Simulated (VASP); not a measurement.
# NaCrH8N2F6 (P1) in VASP: further runs

The runs below take NaCrH8N2F6 through single point, with LDA.

Program: VASP 6.6.1. These are calculated values, not measurements. Logs are shortened: lines on timing, memory, paths and dates and some standing lists are left out, and cuts for length are marked.

## 1. The cell of the first run

The typed cell holds 18 atoms: a = 6.168 Å, b = 6.168 Å, c = 6.168 Å, α = 60.00°, β = 60.00°, γ = 60.00°.

## 2. Single point, LDA, collinear spin, ferromagnetic start

INCAR reads:

```
PREC = Accurate
ENCUT = 520
EDIFF = 1E-7
ISMEAR = -1
SIGMA = 0.05
LREAL = Auto
LASPH = True
NELM = 150
ALGO = Normal
ISIF = 2
LWAVE = False
LCHARG = False
ISPIN = 2
MAGMOM = 0 1.5 0 0 0 0 0 0 0 0 0 0 0 0 0 0 0 0
LORBIT = 11
LMAXMIX = 4
NBANDS = 58
```

KPOINTS reads:

```
regular mesh
0
Gamma
  2 2 2
```

POSCAR reads:

```
NaCrH8N2F6
1.0
    0.0000000000      4.3612810000      4.3612810000
    4.3612810000      0.0000000000      4.3612810000
    4.3612810000      4.3612810000      0.0000000000
Na Cr H N F
1 1 8 2 6
Direct
    0.5096782344      0.5277921785      0.4311004038
    0.0039667245     -0.0010776650     -0.0087130364
    0.1509189617      0.3717485757      0.4165289969
    0.1814833761      0.5099189894      0.0771562300
    0.3148157617      0.1492222125      0.2597172711
    0.0038635438      0.3145520777      0.2769943051
    0.6339307190      0.8095442600      0.9500763652
    0.9406295994      0.6469544155      0.7104449358
    0.6432743040      0.6001447740      0.8250328287
    0.7917169290      0.4818767697      1.0200672692
    0.1710621260      0.3264522511      0.2566333148
    0.7524853363      0.6598290732      0.8674744874
    0.8028260504      0.2764898662      0.7770538060
    0.1843265774      0.7491606251      0.8238405184
    0.7705304932      0.7940786205      0.2287401339
    0.2563467018      0.1628879221      0.7437722999
    0.1967311898      0.7719291648      0.2217238467
    0.8410602298      0.2310559673      0.1921224521
```

Potentials or basis: VASP PAW LDA potentials, release 64 (Na_pv, Cr_pv, H, N, F).

The run is started by

```bash
> cat potpaw_LDA.64/Na_pv/POTCAR potpaw_LDA.64/Cr_pv/POTCAR potpaw_LDA.64/H/POTCAR potpaw_LDA.64/N/POTCAR potpaw_LDA.64/F/POTCAR > POTCAR
> mpirun -np 1 vasp_std > vasp.out
```

OUTCAR:

```text
PREC = Accurate
   ENCUT = 520
   EDIFF = 1E-7
   ISMEAR = -1
   LREAL = Auto
   LASPH = True
   NELM = 150
   ISIF = 2
   ISPIN = 2
   LORBIT = 11

 ion  position               nearest neighbor table
   1  0.510  0.528  0.431-  17 2.30  15 2.33
   2  0.004  0.999  0.991-  14 1.85  17 1.85  16 1.85  13 1.86  15 1.92  18 1.92
   3  0.151  0.372  0.417-  11 1.09
   4  0.181  0.510  0.077-  11 1.12
   5  0.315  0.149  0.260-  11 1.00
   6  0.004  0.315  0.277-  11 1.01
   7  0.634  0.810  0.950-  12 1.03
   8  0.941  0.647  0.710-  12 1.07
   9  0.643  0.600  0.825-  12 1.09
  10  0.792  0.482  0.020-  12 1.04  18 1.35
  11  0.171  0.326  0.257-   5 1.00   6 1.01   3 1.09   4 1.12
  12  0.752  0.660  0.867-   7 1.03  10 1.04   8 1.07   9 1.09
  13  0.803  0.276  0.777-   2 1.86
  14  0.184  0.749  0.824-   2 1.85
  15  0.771  0.794  0.229-   2 1.92   1 2.33
  16  0.256  0.163  0.744-   2 1.85
  17  0.197  0.772  0.222-   2 1.85   1 2.30
  18  0.841  0.231  0.192-  10 1.35   2 1.92

  LATTYP: Found a face centered cubic cell.
 ALAT       =     8.7225620000

  Lattice vectors:

 A1 = (   0.0000000000,   4.3612810000,   4.3612810000)
 A2 = (   4.3612810000,   0.0000000000,   4.3612810000)
 A3 = (   4.3612810000,   4.3612810000,   0.0000000000)

Analysis of symmetry for initial positions (statically):
=====================================================================
 Subroutine PRICEL returns:
 Original cell was already a primitive cell.

 Routine SETGRP: Setting up the symmetry group for a
 face centered cubic supercell.

 Subroutine GETGRP returns: Found  1 space group operations
 (whereof  1 operations were pure point group operations)
 out of a pool of 48 trial point group operations.

The static configuration has the point symmetry C_1 .

Analysis of symmetry for dynamics (positions and initial velocities):
=====================================================================
 Subroutine PRICEL returns:
 Original cell was already a primitive cell.

 Routine SETGRP: Setting up the symmetry group for a
 face centered cubic supercell.

 Subroutine GETGRP returns: Found  1 space group operations
 (whereof  1 operations were pure point group operations)
 out of a pool of 48 trial point group operations.

The dynamic configuration has the point symmetry C_1 .

Analysis of structural, dynamic, and magnetic symmetry:
=====================================================================
 Subroutine PRICEL returns:
 Original cell was already a primitive cell.

 Routine SETGRP: Setting up the symmetry group for a
 face centered cubic supercell.

 Subroutine GETGRP returns: Found  1 space group operations
 (whereof  1 operations were pure point group operations)
 out of a pool of 48 trial point group operations.

The overall configuration has the point symmetry C_1 .

 Subroutine INISYM returns: Found  1 space group operations
 (whereof  1 operations are pure point group operations),
 and found     1 'primitive' translations

----------------------------------------------------------------------------------------

                                     Primitive cell

  volume of cell :     165.9099

  direct lattice vectors                    reciprocal lattice vectors
     0.000000000  4.361281000  4.361281000    -0.114645215  0.114645215  0.114645215
     4.361281000  0.000000000  4.361281000     0.114645215 -0.114645215  0.114645215
     4.361281000  4.361281000  0.000000000     0.114645215  0.114645215 -0.114645215

  length of vectors
     6.167782740  6.167782740  6.167782740     0.198571338  0.198571338  0.198571338

  position of ions in fractional coordinates (direct lattice)
     0.509678234  0.527792179  0.431100404
     0.003966725  0.998922335  0.991286964
     0.150918962  0.371748576  0.416528997
     0.181483376  0.509918989  0.077156230
     0.314815762  0.149222212  0.259717271
     0.003863544  0.314552078  0.276994305
[... 10 lines left out ...]
     0.196731190  0.771929165  0.221723847
     0.841060230  0.231055967  0.192122452

  ion indices of the primitive-cell ions
   primitive index   ion index
                 1           1
                 2           2
[... 54 lines left out ...]
   number of dos      NEDOS =    301   number of ions     NIONS =     18
   total plane-waves  NPLWV = 110592
   dimension x,y,z NGX =    48 NGY =   48 NGZ =   48
   dimension x,y,z NGXF=    96 NGYF=   96 NGZF=   96
   ions per type =               1   1   8   2   6
   NGX,Y,Z   is equivalent  to a cutoff of  12.94, 12.94, 12.94 a.u.
   NGXF,Y,Z  is equivalent  to a cutoff of  25.88, 25.88, 25.88 a.u.
 SYSTEM =  unknown system
   PREC   = accura    normal or accurate (medium, high low for compatibility)
   ISTART =      0    job   : 0-new  1-cont  2-samecut
   ICHARG =      2    charge: 1-file 2-atom 10-const
   ISPIN  =      2    spin polarized calculation?
   LNONCOLLINEAR =      F non collinear calculations
   LSORBIT =      F    spin-orbit coupling
   LASPH  =      T    aspherical Exc in radial PAW
   ENCUT  =  520.0 eV  38.22 Ry    6.18 a.u.  11.47 11.47 11.47*2*pi/ulx,y,z
   NELM   =    150;   NELMIN=  2; NELMDL= -5     # of ELM steps
   EDIFF  = 0.1E-06   stopping-criterion for ELM
   LREAL  =      T    real-space projection
   EDIFFG = 0.1E-05   stopping-criterion for IOM
   NSW    =      0    number of steps for IOM
   IBRION =     -1    ionic relax: 0-MD 1-quasi-New 2-CG
   NFREE  =      0    steps in history (QN), initial steepest desc. (CG)
   ISIF   =      2    stress and relaxation
   ISYM   =      2    0-nonsym 1-usesym 2-fastsym
   POTIM  = 0.5000    time-step for ionic-motion
   TEBEG  =    0.0;   TEEND  =   0.0 temperature during run
   PSTRESS=    0.0 pullay stress
   NELECT =      79.0000    total number of electrons
   NUPDOWN=      -1.0000    fix difference up-down
   EMIN   =  10.00;   EMAX   =-10.00  energy-range for DOS
   EFERMI =   0.00;   METHOD = LEGACY
   ISMEAR =    -1;   SIGMA  =   0.05  broadening in eV -4-tet -1-fermi 0-gaus
   EFERMI_NEDOS =   21; number of points for ismear=-14 and -15
   IALGO  =     38    algorithm
   IMIX   =      4    mixing-type and parameters
     AMIX     =   0.40;   BMIX     =  1.00
     AMIX_MAG =   1.60;   BMIX_MAG =  1.00
  volume/ion in A,a.u.               =       9.22        62.20
  Fermi-wavevector in a.u.,A,eV,Ry     =   1.278379  2.415787 22.235377  1.634254
  Thomas-Fermi vector in A             =   2.410926
   LORBIT       =     11    0 simple, 1 ext, 2 COOP (PROOUT), +10 PAW based schemes
   GGA     = CA    functional components
   LHFCALC =     F    Hartree Fock is set to
   AEXX    =    0.0000 exact exchange contribution
   IVDW    =     0    specifies the selected vdW correction
   LEPSILON=     F    determine dielectric tensor
   LRPA    =     F    only Hartree local field effects (RPA)
 spin polarized calculation
  energy-cutoff  :      520.00
  volume of cell :      165.91
 maximum number of plane-waves:      4477
 NGX is ok and might be reduce to    48
   NGX = 23   NGY = 23   NGZ = 23

 number of electron      78.9999993 magnetization       3.0000061

 Free energy of the ion-electron system (eV)
  ---------------------------------------------------
  ext. energy  EPLUGINS =         0.00000000
  ---------------------------------------------------
  free energy    TOTEN  =       -97.46053474 eV

  energy without entropy =      -97.46053473  energy(sigma->0) =      -97.46053474

 E-fermi :   2.0907     XC(G=0):  -9.3125

 val. band max:        1.1294821439   @ k =   0.5000   0.5000   0.0000
 cond. band min:       2.9764932255   @ k =   0.0000   0.5000   0.5000
 fundamental gap:      1.8470110817
 Fermi energy:         2.0907220898

 spin component 1

 k-point     1 :       0.0000    0.0000    0.0000
  band No.  band energies     occupation
      1     -42.9554      1.00000
      2     -42.8848      1.00000
      3     -42.8235      1.00000
      4     -23.2572      1.00000
      5     -22.8689      1.00000
      6     -22.8474      1.00000
[... 421 lines left out ...]
     50       7.7997      0.00000
     51       8.5326      0.00000
 Fermi energy:         2.0907220898

 spin component 2

 k-point     1 :       0.0000    0.0000    0.0000
  band No.  band energies     occupation
      1     -40.3705      1.00000
      2     -40.2618      1.00000
      3     -40.1526      1.00000
      4     -23.2239      1.00000
      5     -22.8648      1.00000
      6     -22.8449      1.00000
[... 421 lines left out ...]
     50       8.5902      0.00000
     51       8.6819      0.00000
 [bands above 51 left out]

------------------------ aborting loop because EDIFF is reached ----------------------------------------

  FORCE on cell =-STRESS in cart. coord.  units (eV):
  Direction    XX          YY          ZZ          XY          YZ          ZX
  --------------------------------------------------------------------------------------
  -------------------------------------------------------------------------------------
  Total       -1.0569167      1.0755543     -0.8440242     -1.7609093     -0.5245489      0.6684923
  in kB      -10.2065544     10.3865361     -8.1506693    -17.0049501     -5.0655242      6.4555727
  external PRESSURE =      -2.6568958 kB  Pullay stress =       0.0000000 kB

 VOLUME and BASIS-vectors are now :
 -----------------------------------------------------------------------------
  energy-cutoff  :      520.00
  volume of cell :      165.91
      direct lattice vectors                 reciprocal lattice vectors
     0.000000000  4.361281000  4.361281000    -0.114645215  0.114645215  0.114645215
     4.361281000  0.000000000  4.361281000     0.114645215 -0.114645215  0.114645215
     4.361281000  4.361281000  0.000000000     0.114645215  0.114645215 -0.114645215

 POSITION                                       TOTAL-FORCE (eV/Angst)
 -----------------------------------------------------------------------------------
      4.18200      4.10300      4.52470         0.451808      0.310187     -0.291479
      8.67986      4.34058      4.37388         0.534843      0.029966     -0.112272
      3.43790      2.47480      2.27950        -1.264120     -0.959127     -0.668580
      2.56040      1.12800      3.01540        -0.763349      1.280205     -0.562362
      1.78350      2.50570      2.02380        -1.168145      0.509391      0.349802
      2.57990      1.22490      1.38870         0.021485     -0.054279     -1.246751
[... 10 lines left out ...]
      4.33360      1.82500      4.22460        -0.051779      1.440273      0.223287
      1.84560      4.50600      4.67580         0.532531      0.805886     -1.052512
 -----------------------------------------------------------------------------------
    total drift:                                0.004668     -0.003067     -0.000474

  FREE ENERGIE OF THE ION-ELECTRON SYSTEM (eV)
  ---------------------------------------------------
  free  energy   TOTEN  =       -97.4605347411 eV

  energy  without entropy=      -97.4605347346  energy(sigma->0) =      -97.46053474

 total charge

# of ion       s       p       d       tot
------------------------------------------
    1        0.031   5.971   0.000   6.001
    2        0.297   6.389   4.144  10.831
    3        0.537   0.065   0.000   0.602
    4        0.502   0.073   0.000   0.575
    5        0.628   0.091   0.000   0.720
    6        0.620   0.100   0.000   0.721
[... 10 lines left out ...]
   17        1.726   4.353   0.000   6.079
   18        1.731   4.382   0.000   6.113
--------------------------------------------------
tot         17.680  44.736   4.144  66.560

 magnetization (x)

# of ion       s       p       d       tot
------------------------------------------
    1       -0.000  -0.000   0.000  -0.000
    2        0.017   0.018   2.701   2.736
    3        0.000   0.000   0.000   0.000
    4        0.000   0.000   0.000   0.000
    5       -0.000   0.000   0.000   0.000
    6        0.000   0.000   0.000   0.000
[... 10 lines left out ...]
   17       -0.000   0.021   0.000   0.021
   18       -0.000   0.009   0.000   0.009
--------------------------------------------------
tot          0.017   0.140   2.701   2.858
```

It took 5 min on 1 thread of Intel Xeon Platinum 8259CL at 2.50GHz (Skylake/Cascade Lake), shared host; peak memory 0.35 GiB.

What came out:

```yaml
Free_energy: -97.4605 eV
Pressure: -0.3 GPa
Largest_force: 3.279 eV/Å
Band_gap_on_the_k_mesh: 1.85 eV (least direct gap 1.91 eV)
Net_moment: 3.00 μB per cell
Site_moments: Na -0.00; Cr +2.74; H +0.00; N +0.00; F +0.03, +0.02, +0.01 (each value once) μB
Valence_electrons_inside_the_program's_atomic_spheres: Na 6.00; Cr 10.83; H 0.60, 0.57, 0.72, 0.67, 0.61 (each value once); N 4.02, 4.01; F 6.07, 6.08, 6.06, 6.11 (each value once)
```

Forces on the atoms (eV/Å):
```
Na   0.452  0.310 -0.291
Cr   0.535  0.030 -0.112
H   -1.264 -0.959 -0.669
H   -0.763  1.280 -0.562
H   -1.168  0.509  0.350
H    0.021 -0.054 -1.247
H   -0.427 -0.414  1.005
H    1.726 -0.554 -0.435
H    0.602  0.284  1.351
H   -0.196  0.883 -0.031
N    2.484 -0.013  2.141
N   -1.561 -1.962 -0.472
F   -0.266 -0.960 -0.698
F   -1.201 -0.126 -0.105
F    0.305 -0.630 -0.385
F    0.241  0.131  0.991
F   -0.052  1.440  0.223
F    0.533  0.806 -1.053
```

Caveat: the k points lie up to 0.62 Å⁻¹ apart; a cell with one magnetic atom can't hold antiferromagnetic order, which such compounds often take; forces of over 1 eV/Å act on the atoms, so gaps and moduli don't describe the material at rest. A k mesh can miss the band edges.

## 3. Single point, LDA, collinear spin, ferromagnetic start

INCAR reads:

```
SYSTEM = NaCrH8N2F6
ALGO = Normal
EDIFF = 1E-7
ENCUT = 520
ISIF = 2
ISMEAR = -1
ISPIN = 2
LASPH = .TRUE.
LCHARG = .TRUE.
LELF = .TRUE.
LMAXMIX = 4
LORBIT = 11
LREAL = Auto
LVHAR = .TRUE.
LWAVE = .FALSE.
MAGMOM = 0 1.5 0 0 0 0 0 0 0 0 0 0 0 0 0 0 0 0
NBANDS = 58
NELM = 150
PREC = Accurate
SIGMA = 0.05
```

KPOINTS reads:

```
k-points
0
G
  2 2 2
  0 0 0
```

POSCAR reads:

```
NaCrH8N2F6
1.0
    0.0000000000      4.3612810000      4.3612810000
    4.3612810000      0.0000000000      4.3612810000
    4.3612810000      4.3612810000      0.0000000000
Na Cr H N F
1 1 8 2 6
Direct
    0.4981334612      0.5518791383      0.4103610843
    0.0117855282     -0.0049526733     -0.0070850743
    0.0924040437      0.4294839062      0.4187531141
    0.1870895271      0.4396987949      0.0868896088
    0.3732045699      0.2207952205      0.2316406579
    0.0685922324      0.1886716311      0.3671742316
    0.5318276901      0.8523986416      0.8676923133
    0.8334707165      0.8079506916      0.8482599493
    0.8074003945      0.7080717798      0.6488919196
    0.7699114091      0.5193657552      0.9872328795
    0.1617987926      0.3290203039      0.2913478861
    0.7309205713      0.7018924027      0.8553794172
    0.7907309802      0.2830131789      0.7729380427
    0.1678405955      0.7141938343      0.8189337032
    0.7166128484      0.8620746978      0.2175392964
    0.2973552954      0.1277491636      0.7243399359
    0.2156820439      0.7430041770      0.2357678856
    0.8786867895      0.1891187475      0.2259657197
```

Potentials or basis: VASP PAW LDA potentials, release 64 (Na_pv, Cr_pv, H, N, F).

The run is started by

```bash
> cat potpaw_LDA.64/Na_pv/POTCAR potpaw_LDA.64/Cr_pv/POTCAR potpaw_LDA.64/H/POTCAR potpaw_LDA.64/N/POTCAR potpaw_LDA.64/F/POTCAR > POTCAR
> mpirun -np 1 vasp_std > vasp.out
```

It took 5.7 min on 1 thread of Intel Xeon Platinum 8259CL at 2.50GHz (Skylake/Cascade Lake), shared host; peak memory 0.34 GiB.

The run converged. Its results:

```yaml
Free_energy: -97.4687 eV
Pressure: -6.9 GPa
Largest_force: 5.853 eV/Å
Band_gap_on_the_k_mesh: 1.60 eV (least direct gap 1.63 eV)
Net_moment: 3.00 μB per cell
Site_moments: Na -0.00; Cr +2.78; H +0.00; N +0.00, -0.00; F +0.02, +0.00, +0.01 (each value once) μB
Valence_electrons_inside_the_program's_atomic_spheres: Na 6.02; Cr 10.54; H 0.67, 0.64, 0.61, 0.58, 0.59, 0.73 (each value once); N 3.99, 3.97; F 6.04, 6.05, 6.08, 6.06 (each value once)
```

Forces in eV/Å, atoms in the order of the input:
```
Na   0.449  0.993 -0.052
Cr  -0.128 -0.195 -0.363
H   -0.531  0.008  0.209
H    1.359 -0.972 -0.410
H    1.434  0.557 -0.909
H    0.316 -0.344  0.822
H   -0.976  0.970 -0.494
H   -0.903  0.015 -1.202
H    1.385  1.313 -0.997
H   -0.672  0.996 -1.385
N   -3.232  1.008  0.467
N    0.723 -3.942  4.266
F   -0.340  1.054 -0.377
F    1.002 -0.087  0.572
F   -0.092  0.202  0.362
F    0.524  0.609 -0.504
F   -0.111 -1.101 -0.011
F   -0.207 -1.084  0.006
```

Stress tensor (GPa, compression positive):
```
-9.35  0.03  1.81
 0.03 -5.83  1.50
 1.81  1.50 -5.51
```

Levels at points of the mesh, in eV from the valence-band top:
Spin up:
| k point | band 37 | band 38 | band 39 | band 40 | band 41 | band 42 | band 43 | band 44 | band 45 | band 46 |
| --- | --- | --- | --- | --- | --- | --- | --- | --- | --- | --- |
| (0.00, 0.00, 0.00) | -3.25 | -3.01 | -0.17 | -0.11 | -0.02 | 1.80 | 2.15 | 2.87 | 3.57 | 5.96 |
| (0.50, 0.00, 0.00) | -3.21 | -3.04 | -0.16 | -0.12 | 0.00 | 1.75 | 2.12 | 3.57 | 4.65 | 4.96 |
| (0.00, 0.50, 0.00) | -3.20 | -3.05 | -0.18 | -0.09 | -0.02 | 1.77 | 2.09 | 3.57 | 4.60 | 4.97 |
| (0.00, 0.00, 0.50) | -3.20 | -3.08 | -0.16 | -0.07 | -0.03 | 1.75 | 2.09 | 3.57 | 4.80 | 4.97 |
| (0.50, 0.50, 0.50) | -3.12 | -3.05 | -0.18 | -0.10 | -0.02 | 1.74 | 2.12 | 3.57 | 4.65 | 4.77 |
| (0.50, 0.50, 0.00) | -3.14 | -3.11 | -0.20 | -0.08 | 0.00 | 1.78 | 1.96 | 3.57 | 4.82 | 5.78 |
| (0.00, 0.50, 0.50) | -3.23 | -3.02 | -0.16 | -0.10 | -0.03 | 1.60 | 2.17 | 3.57 | 5.21 | 5.55 |
| (0.50, 0.00, 0.50) | -3.18 | -3.06 | -0.14 | -0.12 | 0.00 | 1.66 | 2.06 | 3.57 | 4.83 | 5.85 |
Spin down:
```tsv
k point	band 36	band 37	band 38	band 39	band 40	band 41
(0.00, 0.00, 0.00)	-3.26	-3.20	-2.95	2.31	2.38	2.45
(0.50, 0.00, 0.00)	-3.19	-3.15	-2.98	2.32	2.38	2.46
(0.00, 0.50, 0.00)	-3.20	-3.13	-2.99	2.32	2.40	2.46
(0.00, 0.00, 0.50)	-3.22	-3.14	-3.02	2.32	2.42	2.46
(0.50, 0.50, 0.50)	-3.23	-3.06	-2.99	2.31	2.39	2.45
(0.50, 0.50, 0.00)	-3.21	-3.08	-3.05	2.31	2.40	2.48
(0.00, 0.50, 0.50)	-3.28	-3.17	-2.95	2.33	2.40	2.45
(0.50, 0.00, 0.50)	-3.20	-3.12	-3.00	2.33	2.39	2.48
```

Caveat: the k points lie up to 0.62 Å⁻¹ apart; a cell with one magnetic atom can't hold antiferromagnetic order, which such compounds often take; forces of over 1 eV/Å act on the atoms, so gaps and moduli don't describe the material at rest.

(Continued in part 2 of 2.)
